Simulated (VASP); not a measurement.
# Pt (P6_3/mmc) in VASP: notebook, part 2 of 2

VASP 6.6.1. Earlier steps stand in the parts before.

### Step 4. Single point, PBEsol (strain -0.040 along x and y, +0.040 along z)

INCAR

```
  PREC = Accurate
  ENCUT = 520
  EDIFF = 1E-6
  ISMEAR = 0
  SIGMA = 0.15
  LREAL = False
  LASPH = True
  NELM = 100
  ALGO = Fast
  ISIF = 2
  LWAVE = False
  LCHARG = False
  GGA = PS
  NBANDS = 17
```

KPOINTS

```
regular mesh
0
Gamma
  18 18 10
```

POSCAR

```
Pt
1.0
    2.6502389911      0.0000000000      0.0000000000
   -1.3251194956      2.2951742924      0.0000000000
    0.0000000000      0.0000000000      4.9838193600
Pt
2
Direct
    0.6666666667      0.3333333333      0.7500000000
    0.3333333333      0.6666666667      0.2500000000
```

Potentials or basis: VASP PAW PBE potentials, release 64 (Pt).

Started as:

```console
cat potpaw_PBE.64/Pt/POTCAR > POTCAR
mpirun -np 1 vasp_std > vasp.out
```

OUTCAR:

```text
PREC = Accurate
   ENCUT = 520
   EDIFF = 1E-6
   ISMEAR = 0
   LREAL = False
   LASPH = True
   NELM = 100
   ISIF = 2
   GGA = PS

 ion  position               nearest neighbor table
   1  0.667  0.333  0.750-   2 2.92   2 2.92   2 2.92   2 2.92   2 2.92   2 2.92
   2  0.333  0.667  0.250-   1 2.92   1 2.92   1 2.92   1 2.92   1 2.92   1 2.92

  LATTYP: Found a hexagonal cell.
 ALAT       =     2.6502389911
 C/A-ratio  =     1.8805169559

  Lattice vectors:

 A1 = (   2.6502389911,   0.0000000000,   0.0000000000)
 A2 = (  -1.3251194956,   2.2951742924,   0.0000000000)
 A3 = (   0.0000000000,   0.0000000000,   4.9838193600)

Analysis of symmetry for initial positions (statically):
=====================================================================
 Subroutine PRICEL returns:
 Original cell was already a primitive cell.

 Routine SETGRP: Setting up the symmetry group for a
 hexagonal supercell.

 Subroutine GETGRP returns: Found 24 space group operations
 (whereof 12 operations were pure point group operations)
[... 159 lines left out ...]

 Free energy of the ion-electron system (eV)
  ---------------------------------------------------
  ext. energy  EPLUGINS =         0.00000000
  ---------------------------------------------------
  free energy    TOTEN  =       -13.69922680 eV

  energy without entropy =      -13.66970368  energy(sigma->0) =      -13.68446524

 E-fermi :  10.9225     XC(G=0): -13.5746

 val. band max:       10.9191056284   @ k =   0.3889   0.0556   0.5000
 cond. band min:      10.9240714098   @ k =   0.3333   0.2222   0.2000
 fundamental gap:      0.0049657814
 Fermi energy:        10.9224869223

 k-point     1 :       0.0000    0.0000    0.0000
  band No.  band energies     occupation
      1       0.7326      2.00000
      2       3.0761      2.00000
      3       6.1736      2.00000
      4       7.2088      2.00000
      5       7.2088      2.00000
      6       7.4810      2.00000
[... 457 lines left out ...]
      4       7.0704      2.00000
      5       7.4939      2.00000
      6       7.9463      2.00000
[... 9 lines left out ...]
     16      23.9594      0.00000
     17      24.6494      0.00000

 [... further k-points ...]
[... 5 lines left out ...]
  --------------------------------------------------------------------------------------
  -------------------------------------------------------------------------------------
  Total        2.2523538      2.2523538     -2.1097902     -0.0000000     -0.0000000      0.0000000
  in kB      119.0376066    119.0376066   -111.5030781     -0.0000000     -0.0000000      0.0000000
  external PRESSURE =      42.1907117 kB  Pullay stress =       0.0000000 kB

 VOLUME and BASIS-vectors are now :
 -----------------------------------------------------------------------------
  energy-cutoff  :      520.00
  volume of cell :       30.32
      direct lattice vectors                 reciprocal lattice vectors
     2.650238991  0.000000000  0.000000000     0.377324461  0.217848379  0.000000000
    -1.325119496  2.295174292  0.000000000     0.000000000  0.435696759  0.000000000
     0.000000000  0.000000000  4.983819360     0.000000000  0.000000000  0.200649327

 POSITION                                       TOTAL-FORCE (eV/Angst)
 -----------------------------------------------------------------------------------
      1.32512      0.76506      3.73786        -0.000000      0.000000      0.000000
     -0.00000      1.53012      1.24595         0.000000     -0.000000      0.000000
 -----------------------------------------------------------------------------------
    total drift:                               -0.000000      0.000000     -0.000000

  FREE ENERGIE OF THE ION-ELECTRON SYSTEM (eV)
  ---------------------------------------------------
  free  energy   TOTEN  =       -13.6992268003 eV

  energy  without entropy=      -13.6697036782  energy(sigma->0) =      -13.68446524
```

stdout:

```text
POSCAR found type information on POSCAR Pt
 POSCAR found :  1 types and       2 ions
 scaLAPACK will be used
 -----------------------------------------------------------------------------
|                                                                             |
|                                                                             |
|     You enforced a specific xc type in the INCAR file but a different       |
|     I HOPE YOU KNOW WHAT YOU ARE DOING!                                     |
|                                                                             |
 -----------------------------------------------------------------------------

 LDA part: xc-table for (Slater+PW92), standard interpolation
 POSCAR, INCAR and KPOINTS ok, starting setup
 FFT: planning ... GRIDC
 FFT: planning ... GRID_SOFT
 FFT: planning ... GRID
 WAVECAR not read
 entering main loop
```

Wall time 45 s (1 thread of Intel Xeon 6975P-C (Granite Rapids), shared host); peak memory 0.21 GiB.

What came out:

```yaml
Free_energy: -13.6992 eV
Pressure: 4.2 GPa
Band_gap_on_the_k_mesh: zero (band 10 reaches 11.82 eV, above the bottom of band 11 at 10.21 eV)
```

Levels at points of the mesh, in eV from the Fermi level:
```csv
k point,band 8,band 9,band 10,band 11,band 12,band 13
"(0.00, 0.00, 0.00)",-1.45,-1.33,-1.33,-0.10,-0.10,3.92
"(0.50, 0.00, 0.00)",-0.17,0.77,0.89,2.45,4.07,7.55
"(0.00, 0.00, 0.50)",-3.65,-0.62,-0.62,-0.62,-0.62,10.46
"(0.50, 0.00, 0.50)",-0.94,0.84,0.84,1.68,1.68,7.22
```

Caveat: the cell differs from its parent crystal (strain -0.040 along x and y, +0.040 along z); the PAW data sets were made with another functional, which shifts forces and pressure a little; spin-orbit coupling is left out, which moves the levels of the heavy elements.

### Step 5. Single point, PBEsol (strain -0.040 along x and y, +0.080 along z)

INCAR

```
SYSTEM = Pt
PREC = Accurate
ENCUT = 520
EDIFF = 1E-6
ISMEAR = 0
SIGMA = 0.15
LREAL = .False.
LASPH = .True.
NELM = 100
ALGO = Normal
ISIF = 2
LWAVE = .False.
LCHARG = .True.
GGA = PS
LELF = .True.
LVHAR = .True.
NBANDS = 17
```

KPOINTS

```
regular mesh
0
Gamma
  18 18 10
  0 0 0
```

Changes to POSCAR since step 4:

```diff
@@ -4,3 +4,3 @@
    -1.3251194956      2.2951742924      0.0000000000
-    0.0000000000      0.0000000000      4.9838193600
+    0.0000000000      0.0000000000      5.1755047200
 Pt
```

Started as:

```console
cat potpaw_PBE.64/Pt/POTCAR > POTCAR
mpirun -np 1 vasp_std > vasp.out
```

Run time: 40 s. Hardware: 1 thread of Intel Xeon 6975P-C (Granite Rapids), shared host; peak memory 0.22 GiB.

It converged, with:

```yaml
Free_energy: -13.5835 eV
Pressure: -2.3 GPa
Band_gap_on_the_k_mesh: zero (band 10 reaches 11.20 eV, above the bottom of band 11 at 9.54 eV)
```

Stress tensor (GPa, compression positive):
```
  6.65   0.00   0.00
  0.00   6.65   0.00
  0.00   0.00 -20.14
```

Levels at points of the mesh, in eV from the Fermi level:
```csv
k point,band 8,band 9,band 10,band 11,band 12,band 13
"(0.00, 0.00, 0.00)",-1.43,-1.00,-1.00,-0.03,-0.03,3.26
"(0.50, 0.00, 0.00)",-0.23,0.92,1.01,2.43,4.00,7.45
"(0.00, 0.00, 0.50)",-3.47,-0.46,-0.46,-0.46,-0.46,9.44
"(0.50, 0.00, 0.50)",-0.86,0.97,0.97,1.74,1.74,7.18
```

Caveat: the cell differs from its parent crystal (strain -0.040 along x and y, +0.080 along z); the PAW data sets were made with another functional, which shifts forces and pressure a little; spin-orbit coupling is left out, which moves the levels of the heavy elements.

### Step 6. Single point, PBEsol (strain +0.040 along x and y, -0.080 along z)

INCAR

```
SYSTEM = Pt
ALGO = Normal
EDIFF = 1E-6
ENCUT = 520
GGA = PS
ISIF = 2
ISMEAR = 0
LASPH = .True.
LCHARG = .False.
LREAL = .False.
LWAVE = .False.
NBANDS = 17
NELM = 100
PREC = Accurate
SIGMA = 0.15
```

KPOINTS

```
k-points
0
Gamma
  18 18 10
  0 0 0
```

POSCAR

```
Pt
1.0
    2.8710922404      0.0000000000      0.0000000000
   -1.4355461202      2.4864388168      0.0000000000
    0.0000000000      0.0000000000      4.4087632800
Pt
2
Direct
    0.6666666667      0.3333333333      0.7500000000
    0.3333333333      0.6666666667      0.2500000000
```

Potentials or basis: VASP PAW PBE potentials, release 64 (Pt).

Started as:

```console
cat potpaw_PBE.64/Pt/POTCAR > POTCAR
mpirun -np 1 vasp_std > vasp.out
```

OUTCAR:

```text
SYSTEM = Pt
   EDIFF = 1E-6
   ENCUT = 520
   GGA = PS
   ISIF = 2
   ISMEAR = 0
   LASPH = .True.
   LREAL = .False.
   NELM = 100
   PREC = Accurate

 ion  position               nearest neighbor table
   1  0.667  0.333  0.750-   2 2.76   2 2.76   2 2.76   2 2.76   2 2.76   2 2.76
   2  0.333  0.667  0.250-   1 2.76   1 2.76   1 2.76   1 2.76   1 2.76   1 2.76

  LATTYP: Found a hexagonal cell.
 ALAT       =     2.8710922404
 C/A-ratio  =     1.5355700587

  Lattice vectors:

 A1 = (   2.8710922404,   0.0000000000,   0.0000000000)
 A2 = (  -1.4355461202,   2.4864388168,   0.0000000000)
 A3 = (   0.0000000000,   0.0000000000,   4.4087632800)

Analysis of symmetry for initial positions (statically):
=====================================================================
 Subroutine PRICEL returns:
 Original cell was already a primitive cell.

 Routine SETGRP: Setting up the symmetry group for a
 hexagonal supercell.

 Subroutine GETGRP returns: Found 24 space group operations
 (whereof 12 operations were pure point group operations)
 out of a pool of 24 trial point group operations.

The static configuration has the point symmetry D_3d.
 The point group associated with its full space group is D_6h.

Analysis of symmetry for dynamics (positions and initial velocities):
=====================================================================
 Subroutine PRICEL returns:
 Original cell was already a primitive cell.

 Routine SETGRP: Setting up the symmetry group for a
 hexagonal supercell.

 Subroutine GETGRP returns: Found 24 space group operations
 (whereof 12 operations were pure point group operations)
 out of a pool of 24 trial point group operations.

The dynamic configuration has the point symmetry D_3d.
 The point group associated with its full space group is D_6h.

 Subroutine INISYM returns: Found 24 space group operations
 (whereof 12 operations are pure point group operations),
 and found     1 'primitive' translations

[... 110 lines left out ...]
   EFERMI_NEDOS =   21; number of points for ismear=-14 and -15
   IALGO  =     38    algorithm
   IMIX   =      4    mixing-type and parameters
     AMIX     =   0.40;   BMIX     =  1.00
     AMIX_MAG =   1.60;   BMIX_MAG =  1.00
  volume/ion in A,a.u.               =      15.74       106.20
  Fermi-wavevector in a.u.,A,eV,Ry     =   1.407465  2.659723 26.952565  1.980958
  Thomas-Fermi vector in A             =   2.529721
   LORBIT       =      0    0 simple, 1 ext, 2 COOP (PROOUT), +10 PAW based schemes
   GGA     = PS    functional components
   LHFCALC =     F    Hartree Fock is set to
   AEXX    =    0.0000 exact exchange contribution
   IVDW    =     0    specifies the selected vdW correction
   LEPSILON=     F    determine dielectric tensor
   LRPA    =     F    only Hartree local field effects (RPA)
 non-spin polarized calculation
 Gauss-broadening in eV      SIGMA  =   0.15
  energy-cutoff  :      520.00
  volume of cell :       31.47
 maximum number of plane-waves:       881
 NGX is ok and might be reduce to    24
   NGX = 11   NGY = 11   NGZ = 17

 number of electron      20.0000001 magnetization

 Free energy of the ion-electron system (eV)
  ---------------------------------------------------
  ext. energy  EPLUGINS =         0.00000000
  ---------------------------------------------------
  free energy    TOTEN  =       -13.67401163 eV

  energy without entropy =      -13.62130195  energy(sigma->0) =      -13.64765679

 E-fermi :  10.3214     XC(G=0): -13.3716

 val. band max:       10.3162708405   @ k =   0.4444   0.0556   0.1000
 cond. band min:      10.3255747954   @ k =   0.2778   0.2778   0.1000
 fundamental gap:      0.0093039549
 Fermi energy:        10.3213984271

 k-point     1 :       0.0000    0.0000    0.0000
  band No.  band energies     occupation
      1       0.4696      2.00000
      2       3.5123      2.00000
      3       6.8939      2.00000
      4       6.8939      2.00000
      5       7.2199      2.00000
      6       7.4789      2.00000
[... 457 lines left out ...]
      4       6.3371      2.00000
      5       6.6829      2.00000
      6       7.2858      2.00000
[... 9 lines left out ...]
     16      22.3301      0.00000
     17      24.5107      0.00000

 [... further k-points ...]
[... 5 lines left out ...]
  --------------------------------------------------------------------------------------
  -------------------------------------------------------------------------------------
  Total       -2.3625053     -2.3625053     -0.5038636     -0.0000000      0.0000000      0.0000000
  in kB     -120.2656699   -120.2656699    -25.6496733     -0.0000000      0.0000000      0.0000000
  external PRESSURE =     -88.7270044 kB  Pullay stress =       0.0000000 kB

 VOLUME and BASIS-vectors are now :
 -----------------------------------------------------------------------------
  energy-cutoff  :      520.00
  volume of cell :       31.47
      direct lattice vectors                 reciprocal lattice vectors
     2.871092240  0.000000000  0.000000000     0.348299503  0.201090812  0.000000000
    -1.435546120  2.486438817  0.000000000     0.000000000  0.402181623  0.000000000
     0.000000000  0.000000000  4.408763280     0.000000000  0.000000000  0.226820978

 POSITION                                       TOTAL-FORCE (eV/Angst)
 -----------------------------------------------------------------------------------
      1.43555      0.82881      3.30657        -0.000000      0.000000      0.000000
     -0.00000      1.65763      1.10219         0.000000     -0.000000      0.000000
 -----------------------------------------------------------------------------------
    total drift:                               -0.000000      0.000000     -0.000000

  FREE ENERGIE OF THE ION-ELECTRON SYSTEM (eV)
  ---------------------------------------------------
  free  energy   TOTEN  =       -13.6740116271 eV

  energy  without entropy=      -13.6213019484  energy(sigma->0) =      -13.64765679
```

Wall time 32 s (1 thread of Intel Xeon 6975P-C (Granite Rapids), shared host); peak memory 0.23 GiB.

What came out:

```
Free energy            : -13.6740 eV
Pressure               : -8.9 GPa
Band gap on the k mesh : zero (band 10 reaches 10.67 eV, above the bottom of band 11 at 9.45 eV)
```

Caveat: the cell differs from its parent crystal (strain +0.040 along x and y, -0.080 along z); the PAW data sets were made with another functional, which shifts forces and pressure a little; spin-orbit coupling is left out, which moves the levels of the heavy elements.

### Step 7. Overview

| cell | gap on the mesh (eV) | pressure (GPa) |
| --- | --- | --- |
| a = 2.650, b = 2.650, c = 4.792 Å, angles 90.0, 90.0, 120.0°, 2 atoms | none | 13.7 |
| a = 2.761, b = 2.761, c = 4.600 Å, angles 90.0, 90.0, 120.0°, 2 atoms | none | -1.5 |
| a = 2.650, b = 2.650, c = 4.984 Å, angles 90.0, 90.0, 120.0°, 2 atoms | none | 4.2 |
| a = 2.650, b = 2.650, c = 5.176 Å, angles 90.0, 90.0, 120.0°, 2 atoms | none | -2.3 |
| a = 2.871, b = 2.871, c = 4.409 Å, angles 90.0, 90.0, 120.0°, 2 atoms | none | -8.9 |

Alike in all rows: task single point; level PBEsol; potentials or basis VASP PAW PBE potentials, release 64 (Pt); no spin polarisation; k mesh 18 × 18 × 10; cutoff (eV) 520; smearing gaussian 0.15 eV.

Caveats: the PAW data sets were made with another functional, which shifts forces and pressure a little; spin-orbit coupling is left out, which moves the levels of the heavy elements.

Absolute energies hang on the potentials; compare differences alone.
